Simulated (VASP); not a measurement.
# Ga (Im-3m) in VASP: notebook

Ga is run at these levels: PBE; tasks: single point.

Everything below comes from runs of VASP 6.6.1. Logs are shortened: lines on timing, memory, paths and dates and some standing lists are left out, and cuts for length are marked.

### Step 1. The cell of the first run

It takes space group Im-3m (No. 229, cubic). The conventional cell has a = 3.373 Å, b = 3.373 Å, c = 3.373 Å, α = 90.00°, β = 90.00°, γ = 90.00°. Within 3.8 Å of Ga (site symmetry m-3m) lie 14 Ga at 2.92 to 3.37 Å.

### Step 2. Single point, PBE

INCAR reads:

```
SYSTEM = Ga
  PREC = Accurate
  ENCUT = 520
  EDIFF = 1E-7
  ISMEAR = -1
  SIGMA = 0.1
  LREAL = .FALSE.
  LASPH = .TRUE.
  NELM = 60
  ALGO = Normal
  ISIF = 2
  LWAVE = .FALSE.
  LCHARG = .FALSE.
  GGA = PE
  NBANDS = 12
```

KPOINTS reads:

```
Automatic mesh
0
G
  21 21 21
  0 0 0
```

POSCAR reads:

```
Ga
1.0
   -1.6864009901      1.6864009901      1.6864009901
    1.6864009901     -1.6864009901      1.6864009901
    1.6864009901      1.6864009901     -1.6864009901
Ga
1
Direct
    0.0000000000      0.0000000000      0.0000000000
```

Potentials or basis: VASP PAW PBE potentials, release 64 (Ga_d).

Command:

```console
> cat potpaw_PBE.64/Ga_d/POTCAR > POTCAR
> mpirun -np 1 vasp_std > vasp.out
```

OUTCAR:

```text
SYSTEM = Ga
   PREC = Accurate
   ENCUT = 520
   EDIFF = 1E-7
   ISMEAR = -1
   LREAL = .FALSE.
   LASPH = .TRUE.
   NELM = 60
   ISIF = 2
   GGA = PE

 ion  position               nearest neighbor table
   1  0.000  0.000  0.000-

  LATTYP: Found a body centered cubic cell.
 ALAT       =     3.3728019802

  Lattice vectors:

 A1 = (  -1.6864009901,   1.6864009901,   1.6864009901)
 A2 = (   1.6864009901,  -1.6864009901,   1.6864009901)
 A3 = (   1.6864009901,   1.6864009901,  -1.6864009901)

Analysis of symmetry for initial positions (statically):
=====================================================================
 Subroutine PRICEL returns:
 Original cell was already a primitive cell.

 Routine SETGRP: Setting up the symmetry group for a
 body centered cubic supercell.

 Subroutine GETGRP returns: Found 48 space group operations
 (whereof 48 operations were pure point group operations)
 out of a pool of 48 trial point group operations.

The static configuration has the point symmetry O_h .

Analysis of symmetry for dynamics (positions and initial velocities):
=====================================================================
 Subroutine PRICEL returns:
 Original cell was already a primitive cell.

 Routine SETGRP: Setting up the symmetry group for a
 body centered cubic supercell.

 Subroutine GETGRP returns: Found 48 space group operations
 (whereof 48 operations were pure point group operations)
 out of a pool of 48 trial point group operations.

The dynamic configuration has the point symmetry O_h .

 Subroutine INISYM returns: Found 48 space group operations
 (whereof 48 operations are pure point group operations),
 and found     1 'primitive' translations

----------------------------------------------------------------------------------------

                                     Primitive cell

  volume of cell :      19.1841

  direct lattice vectors                    reciprocal lattice vectors
    -1.686400990  1.686400990  1.686400990     0.000000000  0.296489389  0.296489389
     1.686400990 -1.686400990  1.686400990     0.296489389  0.000000000  0.296489389
     1.686400990  1.686400990 -1.686400990     0.296489389  0.296489389  0.000000000

  length of vectors
     2.920932197  2.920932197  2.920932197     0.419299316  0.419299316  0.419299316

  position of ions in fractional coordinates (direct lattice)
     0.000000000  0.000000000  0.000000000

  ion indices of the primitive-cell ions
   primitive index   ion index
                 1           1

----------------------------------------------------------------------------------------

 KPOINTS: Automatic mesh

Automatic generation of k-mesh.
 Grid dimensions read from file:
 generate k-points for:   21   21   21

 Generating k-lattice:

  Cartesian coordinates                     Fractional coordinates (reciprocal lattice)
     0.000000000  0.014118542  0.014118542     0.047619048  0.000000000  0.000000000
     0.014118542  0.000000000  0.014118542     0.000000000  0.047619048  0.000000000
     0.014118542  0.014118542  0.000000000     0.000000000  0.000000000  0.047619048

  Length of vectors
     0.019966634  0.019966634  0.019966634

  Shift w.r.t. Gamma in fractional coordinates (k-lattice)
     0.000000000  0.000000000  0.000000000

 Subroutine IBZKPT returns following result:
 ===========================================

 Found    286 irreducible k-points:

 Following reciprocal coordinates:
            Coordinates               Weight
  0.000000  0.000000  0.000000      1.000000
  0.047619  0.000000  0.000000     12.000000
  0.095238  0.000000  0.000000     12.000000
  0.142857  0.000000  0.000000     12.000000
  0.190476  0.000000  0.000000     12.000000
  0.238095  0.000000  0.000000     12.000000
[... 16 lines left out ...]
  0.142857  0.095238 -0.000000     48.000000
  0.190476  0.095238  0.000000     48.000000
 [... further k-points ...]
   k-points           NKPTS =    286   k-points in BZ     NKDIM =    286   number of bands    NBANDS=     12
   number of dos      NEDOS =    301   number of ions     NIONS =      1
   total plane-waves  NPLWV =  13824
   dimension x,y,z NGX =    24 NGY =   24 NGZ =   24
   dimension x,y,z NGXF=    48 NGYF=   48 NGZF=   48
   ions per type =               1
   NGX,Y,Z   is equivalent  to a cutoff of  13.66, 13.66, 13.66 a.u.
   NGXF,Y,Z  is equivalent  to a cutoff of  27.32, 27.32, 27.32 a.u.
 SYSTEM =  Ga
   PREC   = accura    normal or accurate (medium, high low for compatibility)
   ISTART =      0    job   : 0-new  1-cont  2-samecut
   ICHARG =      2    charge: 1-file 2-atom 10-const
   ISPIN  =      1    spin polarized calculation?
   LNONCOLLINEAR =      F non collinear calculations
   LSORBIT =      F    spin-orbit coupling
   LASPH  =      T    aspherical Exc in radial PAW
   ENCUT  =  520.0 eV  38.22 Ry    6.18 a.u.   5.43  5.43  5.43*2*pi/ulx,y,z
   NELM   =     60;   NELMIN=  2; NELMDL= -5     # of ELM steps
   EDIFF  = 0.1E-06   stopping-criterion for ELM
   LREAL  =      F    real-space projection
   EDIFFG = 0.1E-05   stopping-criterion for IOM
   NSW    =      0    number of steps for IOM
   IBRION =     -1    ionic relax: 0-MD 1-quasi-New 2-CG
   NFREE  =      0    steps in history (QN), initial steepest desc. (CG)
   ISIF   =      2    stress and relaxation
   ISYM   =      2    0-nonsym 1-usesym 2-fastsym
   POTIM  = 0.5000    time-step for ionic-motion
   TEBEG  =    0.0;   TEEND  =   0.0 temperature during run
   PSTRESS=    0.0 pullay stress
   NELECT =      13.0000    total number of electrons
   NUPDOWN=      -1.0000    fix difference up-down
   EMIN   =  10.00;   EMAX   =-10.00  energy-range for DOS
   EFERMI =   0.00;   METHOD = LEGACY
   ISMEAR =    -1;   SIGMA  =   0.10  broadening in eV -4-tet -1-fermi 0-gaus
   EFERMI_NEDOS =   21; number of points for ismear=-14 and -15
   IALGO  =     38    algorithm
   IMIX   =      4    mixing-type and parameters
     AMIX     =   0.40;   BMIX     =  1.00
     AMIX_MAG =   1.60;   BMIX_MAG =  1.00
  volume/ion in A,a.u.               =      19.18       129.46
  Fermi-wavevector in a.u.,A,eV,Ry     =   1.437943  2.717319 28.132508  2.067681
  Thomas-Fermi vector in A             =   2.556965
   LORBIT       =      0    0 simple, 1 ext, 2 COOP (PROOUT), +10 PAW based schemes
   GGA     = PE    functional components
   LHFCALC =     F    Hartree Fock is set to
   AEXX    =    0.0000 exact exchange contribution
   IVDW    =     0    specifies the selected vdW correction
   LEPSILON=     F    determine dielectric tensor
   LRPA    =     F    only Hartree local field effects (RPA)
 non-spin polarized calculation
  energy-cutoff  :      520.00
  volume of cell :       19.18
 maximum number of plane-waves:       536
 NGX is ok and might be reduce to    24
   NGX = 11   NGY = 11   NGZ = 11

 number of electron      12.9999990 magnetization

 Free energy of the ion-electron system (eV)
  ---------------------------------------------------
  ext. energy  EPLUGINS =         0.00000000
  ---------------------------------------------------
  free energy    TOTEN  =        -2.87914597 eV

  energy without entropy =       -2.86625766  energy(sigma->0) =       -2.87270181

 E-fermi :   5.4042     XC(G=0): -10.9385

 val. band max:        5.3984596171   @ k =   0.2381   0.1905   0.1429
 cond. band min:       5.4451525686   @ k =   0.2857   0.1429   0.0476
 fundamental gap:      0.0466929515
 Fermi energy:         5.4041772288

 k-point     1 :       0.0000    0.0000    0.0000
  band No.  band energies     occupation
      1      -9.5112      2.00000
      2      -9.5112      2.00000
      3      -9.5112      2.00000
      4      -9.3314      2.00000
      5      -9.3314      2.00000
      6      -5.5081      2.00000
      7      17.7732      0.00000
      8      17.7732      0.00000
      9      17.7732      0.00000
     10      22.4120      0.00000
     11      22.4120      0.00000
     12      22.4120      0.00000

 k-point     2 :       0.0476    0.0000    0.0000
  band No.  band energies     occupation
      1      -9.5130      2.00000
      2      -9.5098      2.00000
      3      -9.5049      2.00000
      4      -9.3333      2.00000
      5      -9.3314      2.00000
      6      -5.4473      2.00000
      7      17.1843      0.00000
      8      17.4614      0.00000
      9      17.6742      0.00000
     10      21.4563      0.00000
     11      21.5621      0.00000
     12      22.5714      0.00000

 k-point     3 :       0.0952    0.0000    0.0000
  band No.  band energies     occupation
      1      -9.5182      2.00000
      2      -9.5064      2.00000
      3      -9.4867      2.00000
      4      -9.3384      2.00000
      5      -9.3315      2.00000
      6      -5.2642      2.00000
      7      15.7284      0.00000
      8      16.7468      0.00000
      9      17.3859      0.00000
     10      20.4319      0.00000
     11      20.5995      0.00000
     12      22.2045      0.00000
[... 286 lines left out ...]
 k-point    23 :       0.1429    0.0952   -0.0000
  band No.  band energies     occupation
      1      -9.5319      2.00000
      2      -9.5057      2.00000
      3      -9.4104      2.00000
      4      -9.3559      2.00000
      5      -9.3320      2.00000
      6      -4.3415      2.00000
      7      11.9840      0.00000
      8      13.5958      0.00000
      9      15.6165      0.00000
     10      19.4637      0.00000
     11      20.1352      0.00000
     12      22.1989      0.00000

 k-point    24 :       0.1905    0.0952    0.0000
  band No.  band energies     occupation
      1      -9.5426      2.00000
      2      -9.5061      2.00000
      3      -9.3755      2.00000
      4      -9.3596      2.00000
      5      -9.3318      2.00000
      6      -3.7846      2.00000
      7      10.2099      0.00000
      8      12.7781      0.00000
      9      15.0275      0.00000
     10      18.9364      0.00000
     11      20.1752      0.00000
     12      22.1264      0.00000

 [... further k-points ...]

------------------------ aborting loop because EDIFF is reached ----------------------------------------

  FORCE on cell =-STRESS in cart. coord.  units (eV):
  Direction    XX          YY          ZZ          XY          YZ          ZX
  --------------------------------------------------------------------------------------
  -------------------------------------------------------------------------------------
  Total        0.0135168      0.0135168      0.0135168     -0.0000000      0.0000000     -0.0000000
  in kB        1.1288633      1.1288633      1.1288633     -0.0000000      0.0000000     -0.0000000
  external PRESSURE =       1.1288633 kB  Pullay stress =       0.0000000 kB

 VOLUME and BASIS-vectors are now :
 -----------------------------------------------------------------------------
  energy-cutoff  :      520.00
  volume of cell :       19.18
      direct lattice vectors                 reciprocal lattice vectors
    -1.686400990  1.686400990  1.686400990     0.000000000  0.296489389  0.296489389
     1.686400990 -1.686400990  1.686400990     0.296489389  0.000000000  0.296489389
     1.686400990  1.686400990 -1.686400990     0.296489389  0.296489389  0.000000000

 POSITION                                       TOTAL-FORCE (eV/Angst)
 -----------------------------------------------------------------------------------
      0.00000      0.00000      0.00000         0.000000      0.000000      0.000000
 -----------------------------------------------------------------------------------
    total drift:                               -0.000000      0.000000      0.000000

  FREE ENERGIE OF THE ION-ELECTRON SYSTEM (eV)
  ---------------------------------------------------
  free  energy   TOTEN  =        -2.8791459738 eV

  energy  without entropy=       -2.8662576555  energy(sigma->0) =       -2.87270181
```

Wall time 53 s (1 thread of Intel Xeon 8259CL, shared host); peak memory 0.19 GiB.

Results:

```yaml
Free_energy: -2.8791 eV
Pressure: 0.1 GPa
```

Levels at points of the mesh, in eV from the Fermi level:
```
           k point  band 2  band 3  band 4  band 5  band 6  band 7  band 8  band 9  band 10  band 11
(0.00, 0.00, 0.00)  -14.92  -14.92  -14.74  -14.74  -10.91   12.37   12.37   12.37    17.01    17.01
```

### Step 3. Single point, PBE (volume scaled by 1.04)

INCAR reads:

```
SYSTEM = Ga
  PREC = Accurate
  ENCUT = 520
  EDIFF = 1E-6
  ISMEAR = -1
  SIGMA = 0.1
  LREAL = .FALSE.
  LASPH = .TRUE.
  NELM = 80
  ALGO = Normal
  ISIF = 2
  LWAVE = .FALSE.
  LCHARG = .TRUE.
  GGA = PE
  LELF = .TRUE.
  LVHAR = .TRUE.
  NBANDS = 12
```

KPOINTS is that of step 2.

POSCAR reads:

```
Ga
1.0
   -1.7085930217      1.7085930217      1.7085930217
    1.7085930217     -1.7085930217      1.7085930217
    1.7085930217      1.7085930217     -1.7085930217
Ga
1
Direct
    0.0000000000      0.0000000000      0.0000000000
```

Potentials or basis: VASP PAW PBE potentials, release 64 (Ga_d).

Command:

```console
> cat potpaw_PBE.64/Ga_d/POTCAR > POTCAR
> mpirun -np 1 vasp_std > vasp.out
```

It took 46 s on 1 thread of Intel Xeon 8259CL, shared host; peak memory 0.19 GiB.

It converged, with:

- Free energy: -2.8755 eV
- Pressure: -1.6 GPa

Levels at points of the mesh, in eV from the Fermi level:
| k point | band 3 | band 4 | band 5 | band 6 | band 7 | band 8 | band 9 | band 10 |
| --- | --- | --- | --- | --- | --- | --- | --- | --- |
| (0.00, 0.00, 0.00) | -14.88 | -14.72 | -14.72 | -10.62 | 11.91 | 11.91 | 11.91 | 16.62 |
